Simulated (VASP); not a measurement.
# ReCCl4 (F-43m) in VASP: single point with PBE

Aim: the single point of ReCCl4 with PBE.

All numbers are computed with VASP 6.6.1; they aren't measurements. Logs are shortened: lines on timing, memory, paths and dates and some standing lists are left out, and cuts for length are marked.

## (1) The cell of the first run

It takes space group F-43m (No. 216, cubic). The conventional cell has a = 8.104 Å, b = 8.104 Å, c = 8.104 Å, α = 90.00°, β = 90.00°, γ = 90.00°. Within 4.4 Å of Re (site symmetry -43m) lie 12 Cl at 3.36 Å and 4 C at 3.51 Å. C (site symmetry -43m) has 12 Cl at 3.36 Å and 4 Re at 3.51 Å within 4.4 Å. Cl (site symmetry 3m) has 6 Cl at 2.85 to 2.88 Å and 3 Re at 3.36 Å and 3 C at 3.36 Å within 3.8 Å.

## (2) Single point, PBE, collinear spin, ferromagnetic start

INCAR

```
PREC     = Accurate       # precision mode
ENCUT    = 520            # plane-wave cutoff, eV
EDIFF    = 1E-7           # SCF threshold, eV
ISMEAR   = 0              # smearing method
SIGMA    = 0.1            # smearing width, eV
LREAL    = False          # projectors in reciprocal space
LASPH    = True           # aspherical terms in the spheres
NELM     = 150            # most SCF steps
ALGO     = Normal         # electronic algorithm
ISIF     = 2              # what is computed and relaxed
LWAVE    = False          # write WAVECAR
LCHARG   = False          # write CHGCAR
ISPIN    = 2              # spin polarisation
MAGMOM   = 1 0 0 0 0 0    # initial moments
LORBIT   = 11             # projections on sites
LMAXMIX  = 4              # l up to which the mixer works
GGA      = PE             # functional
NBANDS   = 32             # bands
```

KPOINTS

```
Automatic mesh
0
Gamma
  4 4 4
```

POSCAR

```
ReCCl4
1.0
    0.0000000000      4.0520821100      4.0520821100
    4.0520821100      0.0000000000      4.0520821100
    4.0520821100      4.0520821100      0.0000000000
Re C Cl
1 1 4
Direct
    0.2500000000      0.2500000000      0.2500000000
    0.0000000000      0.0000000000      0.0000000000
    0.6244397500      0.1266807500      0.6244397500
    0.6244397500      0.6244397500      0.1266807500
    0.6244397500      0.6244397500      0.6244397500
    0.1266807500      0.6244397500      0.6244397500
```

Potentials or basis: VASP PAW PBE potentials, release 64 (Re, C, Cl).

The run is started by

```sh
cat potpaw_PBE.64/Re/POTCAR potpaw_PBE.64/C/POTCAR potpaw_PBE.64/Cl/POTCAR > POTCAR
mpirun -np 1 vasp_std > vasp.out
```

OUTCAR:

```text
PREC = Accurate
   ENCUT = 520
   EDIFF = 1E-7
   ISMEAR = 0
   LREAL = False
   LASPH = True
   NELM = 150
   ISIF = 2
   ISPIN = 2
   LORBIT = 11
   GGA = PE

 ion  position               nearest neighbor table
   1  0.250  0.250  0.250-
   2  0.000  0.000  0.000-
   3  0.624  0.127  0.624-
   4  0.624  0.624  0.127-
   5  0.624  0.624  0.624-
   6  0.127  0.624  0.624-

  LATTYP: Found a face centered cubic cell.
 ALAT       =     8.1041642200

  Lattice vectors:

 A1 = (   0.0000000000,   4.0520821100,   4.0520821100)
 A2 = (   4.0520821100,   0.0000000000,   4.0520821100)
 A3 = (   4.0520821100,   4.0520821100,   0.0000000000)

Analysis of symmetry for initial positions (statically):
=====================================================================
 Subroutine PRICEL returns:
 Original cell was already a primitive cell.

 Routine SETGRP: Setting up the symmetry group for a
 face centered cubic supercell.

 Subroutine GETGRP returns: Found 24 space group operations
 (whereof 24 operations were pure point group operations)
 out of a pool of 48 trial point group operations.

The static configuration has the point symmetry T_d .

Analysis of symmetry for dynamics (positions and initial velocities):
=====================================================================
 Subroutine PRICEL returns:
 Original cell was already a primitive cell.

 Routine SETGRP: Setting up the symmetry group for a
 face centered cubic supercell.

 Subroutine GETGRP returns: Found 24 space group operations
 (whereof 24 operations were pure point group operations)
 out of a pool of 48 trial point group operations.

The dynamic configuration has the point symmetry T_d .

Analysis of structural, dynamic, and magnetic symmetry:
=====================================================================
 Subroutine PRICEL returns:
 Original cell was already a primitive cell.

 Routine SETGRP: Setting up the symmetry group for a
 face centered cubic supercell.

 Subroutine GETGRP returns: Found 24 space group operations
 (whereof 24 operations were pure point group operations)
 out of a pool of 48 trial point group operations.

The overall configuration has the point symmetry T_d .

 Subroutine INISYM returns: Found 24 space group operations
 (whereof 24 operations are pure point group operations),
 and found     1 'primitive' translations

----------------------------------------------------------------------------------------

                                     Primitive cell

  volume of cell :     133.0653

  direct lattice vectors                    reciprocal lattice vectors
     0.000000000  4.052082110  4.052082110    -0.123393353  0.123393353  0.123393353
     4.052082110  0.000000000  4.052082110     0.123393353 -0.123393353  0.123393353
     4.052082110  4.052082110  0.000000000     0.123393353  0.123393353 -0.123393353

  length of vectors
     5.730509476  5.730509476  5.730509476     0.213723557  0.213723557  0.213723557

  position of ions in fractional coordinates (direct lattice)
     0.250000000  0.250000000  0.250000000
     0.000000000  0.000000000  0.000000000
     0.624439750  0.126680750  0.624439750
     0.624439750  0.624439750  0.126680750
     0.624439750  0.624439750  0.624439750
     0.126680750  0.624439750  0.624439750

  ion indices of the primitive-cell ions
   primitive index   ion index
                 1           1
                 2           2
                 3           3
                 4           4
                 5           5
                 6           6

----------------------------------------------------------------------------------------

 KPOINTS: Automatic mesh

Automatic generation of k-mesh.
 Grid dimensions read from file:
 generate k-points for:    4    4    4

 Generating k-lattice:

  Cartesian coordinates                     Fractional coordinates (reciprocal lattice)
    -0.030848338  0.030848338  0.030848338     0.250000000  0.000000000  0.000000000
     0.030848338 -0.030848338  0.030848338     0.000000000  0.250000000  0.000000000
     0.030848338  0.030848338 -0.030848338     0.000000000  0.000000000  0.250000000

  Length of vectors
     0.053430889  0.053430889  0.053430889

  Shift w.r.t. Gamma in fractional coordinates (k-lattice)
     0.000000000  0.000000000  0.000000000

 Subroutine IBZKPT returns following result:
 ===========================================

 Found      8 irreducible k-points:

 Following reciprocal coordinates:
            Coordinates               Weight
  0.000000  0.000000  0.000000      1.000000
  0.250000  0.000000  0.000000      8.000000
  0.500000  0.000000  0.000000      4.000000
  0.250000  0.250000  0.000000      6.000000
  0.500000  0.250000  0.000000     24.000000
 -0.250000  0.250000  0.000000     12.000000
  0.500000  0.500000  0.000000      3.000000
 -0.250000  0.500000  0.250000      6.000000
   k-points           NKPTS =      8   k-points in BZ     NKDIM =      8   number of bands    NBANDS=     32
   number of dos      NEDOS =    301   number of ions     NIONS =      6
   total plane-waves  NPLWV = 110592
   dimension x,y,z NGX =    48 NGY =   48 NGZ =   48
   dimension x,y,z NGXF=    96 NGYF=   96 NGZF=   96
   ions per type =               1   1   4
   NGX,Y,Z   is equivalent  to a cutoff of  13.93, 13.93, 13.93 a.u.
   NGXF,Y,Z  is equivalent  to a cutoff of  27.85, 27.85, 27.85 a.u.
 SYSTEM =  unknown system
   PREC   = accura    normal or accurate (medium, high low for compatibility)
   ISTART =      0    job   : 0-new  1-cont  2-samecut
   ICHARG =      2    charge: 1-file 2-atom 10-const
   ISPIN  =      2    spin polarized calculation?
   LNONCOLLINEAR =      F non collinear calculations
   LSORBIT =      F    spin-orbit coupling
   LASPH  =      T    aspherical Exc in radial PAW
   ENCUT  =  520.0 eV  38.22 Ry    6.18 a.u.  10.65 10.65 10.65*2*pi/ulx,y,z
   NELM   =    150;   NELMIN=  2; NELMDL= -5     # of ELM steps
   EDIFF  = 0.1E-06   stopping-criterion for ELM
   LREAL  =      F    real-space projection
   EDIFFG = 0.1E-05   stopping-criterion for IOM
   NSW    =      0    number of steps for IOM
   IBRION =     -1    ionic relax: 0-MD 1-quasi-New 2-CG
   NFREE  =      0    steps in history (QN), initial steepest desc. (CG)
   ISIF   =      2    stress and relaxation
   ISYM   =      2    0-nonsym 1-usesym 2-fastsym
   POTIM  = 0.5000    time-step for ionic-motion
   TEBEG  =    0.0;   TEEND  =   0.0 temperature during run
   PSTRESS=    0.0 pullay stress
   NELECT =      39.0000    total number of electrons
   NUPDOWN=      -1.0000    fix difference up-down
   EMIN   =  10.00;   EMAX   =-10.00  energy-range for DOS
   EFERMI =   0.00;   METHOD = LEGACY
   ISMEAR =     0;   SIGMA  =   0.10  broadening in eV -4-tet -1-fermi 0-gaus
   EFERMI_NEDOS =   21; number of points for ismear=-14 and -15
   IALGO  =     38    algorithm
   IMIX   =      4    mixing-type and parameters
     AMIX     =   0.40;   BMIX     =  1.00
     AMIX_MAG =   1.60;   BMIX_MAG =  1.00
  volume/ion in A,a.u.               =      22.18       149.66
  Fermi-wavevector in a.u.,A,eV,Ry     =   1.087447  2.054977 16.089449  1.182541
  Thomas-Fermi vector in A             =   2.223607
   LORBIT       =     11    0 simple, 1 ext, 2 COOP (PROOUT), +10 PAW based schemes
   GGA     = PE    functional components
   LHFCALC =     F    Hartree Fock is set to
   AEXX    =    0.0000 exact exchange contribution
   IVDW    =     0    specifies the selected vdW correction
   LEPSILON=     F    determine dielectric tensor
   LRPA    =     F    only Hartree local field effects (RPA)
 spin polarized calculation
 Gauss-broadening in eV      SIGMA  =   0.10
  energy-cutoff  :      520.00
  volume of cell :      133.07
 maximum number of plane-waves:      3647
 NGX is ok and might be reduce to    48
   NGX = 21   NGY = 21   NGZ = 21

 number of electron      38.9999995 magnetization       2.4155496

 Free energy of the ion-electron system (eV)
  ---------------------------------------------------
  ext. energy  EPLUGINS =         0.00000000
  ---------------------------------------------------
  free energy    TOTEN  =       -12.67731131 eV

  energy without entropy =      -12.63800296  energy(sigma->0) =      -12.65765713

 E-fermi :   2.0947     XC(G=0):  -9.4313

 val. band max:        2.0691160224   @ k =  -0.2500   0.5000   0.2500
 cond. band min:       2.1007778211   @ k =  -0.2500   0.2500   0.0000
 fundamental gap:      0.0316617987
 Fermi energy:         2.0947414953

 spin component 1

 k-point     1 :       0.0000    0.0000    0.0000
  band No.  band energies     occupation
      1     -13.8652      1.00000
      2     -11.8116      1.00000
      3     -11.8116      1.00000
      4     -11.8116      1.00000
      5      -6.8423      1.00000
      6      -3.9575      1.00000
[... 261 lines left out ...]
     30      11.9528      0.00000
     31      12.7278      0.00000
 Fermi energy:         2.0947414953

 spin component 2

 k-point     1 :       0.0000    0.0000    0.0000
  band No.  band energies     occupation
      1     -13.8437      1.00000
      2     -11.7888      1.00000
      3     -11.7888      1.00000
      4     -11.7888      1.00000
      5      -4.7962      1.00000
      6      -3.9758      1.00000
[... 261 lines left out ...]
     30      12.2372      0.00000
     31      12.9726      0.00000
 [bands above 31 left out]

------------------------ aborting loop because EDIFF is reached ----------------------------------------

  FORCE on cell =-STRESS in cart. coord.  units (eV):
  Direction    XX          YY          ZZ          XY          YZ          ZX
  --------------------------------------------------------------------------------------
  -------------------------------------------------------------------------------------
  Total       -3.3922287     -3.3922287     -3.3922287      0.0000000      0.0000000      0.0000000
  in kB      -40.8442571    -40.8442571    -40.8442571      0.0000000      0.0000000      0.0000000
  external PRESSURE =     -40.8442571 kB  Pullay stress =       0.0000000 kB

 VOLUME and BASIS-vectors are now :
 -----------------------------------------------------------------------------
  energy-cutoff  :      520.00
  volume of cell :      133.07
      direct lattice vectors                 reciprocal lattice vectors
     0.000000000  4.052082110  4.052082110    -0.123393353  0.123393353  0.123393353
     4.052082110  0.000000000  4.052082110     0.123393353 -0.123393353  0.123393353
     4.052082110  4.052082110  0.000000000     0.123393353  0.123393353 -0.123393353

 POSITION                                       TOTAL-FORCE (eV/Angst)
 -----------------------------------------------------------------------------------
      2.02604      2.02604      2.02604         0.000000     -0.000000     -0.000000
      0.00000      0.00000      0.00000        -0.000000     -0.000000     -0.000000
      3.04360      5.06056      3.04360         0.024534     -0.024534      0.024534
      3.04360      3.04360      5.06056         0.024534      0.024534     -0.024534
      5.06056      5.06056      5.06056        -0.024534     -0.024534     -0.024534
      5.06056      3.04360      3.04360        -0.024534      0.024534      0.024534
 -----------------------------------------------------------------------------------
    total drift:                               -0.000000     -0.000000     -0.000000

  FREE ENERGIE OF THE ION-ELECTRON SYSTEM (eV)
  ---------------------------------------------------
  free  energy   TOTEN  =       -12.6773113093 eV

  energy  without entropy=      -12.6380029578  energy(sigma->0) =      -12.65765713

 total charge

# of ion       s       p       d       tot
------------------------------------------
    1        0.242   0.068   4.520   4.830
    2        1.058   0.903   0.000   1.961
    3        1.640   3.321   0.000   4.961
    4        1.640   3.321   0.000   4.961
    5        1.640   3.321   0.000   4.961
    6        1.640   3.321   0.000   4.961
--------------------------------------------------
tot          7.860  14.254   4.520  26.634

 magnetization (x)

# of ion       s       p       d       tot
------------------------------------------
    1        0.045   0.008   0.597   0.649
    2        0.029   0.739   0.000   0.768
    3        0.002   0.015   0.000   0.017
    4        0.002   0.015   0.000   0.017
    5        0.002   0.015   0.000   0.017
    6        0.002   0.015   0.000   0.017
--------------------------------------------------
tot          0.082   0.805   0.597   1.483
```

Wall time 6.9 min (1 thread of AMD EPYC 7R43 (Zen 3), shared host); peak memory 0.41 GiB.

What came out:

- Free energy: -12.6773 eV
- Pressure: -4.1 GPa
- Largest force: 0.042 eV/Å
- Net moment: 2.42 μB per cell
- Site moments: Re +0.65; C +0.77; Cl +0.02 μB
- Valence electrons inside the program's atomic spheres: Re 4.83; C 1.96; Cl 4.96

Forces in eV/Å, atoms in the order of the input:
```
Re   0.000  0.000  0.000
C    0.000  0.000  0.000
Cl   0.025 -0.025  0.025
Cl   0.025  0.025 -0.025
Cl  -0.025 -0.025 -0.025
Cl  -0.025  0.025  0.025
```

Caveat: spin-orbit coupling is left out, which moves the levels of the heavy elements.
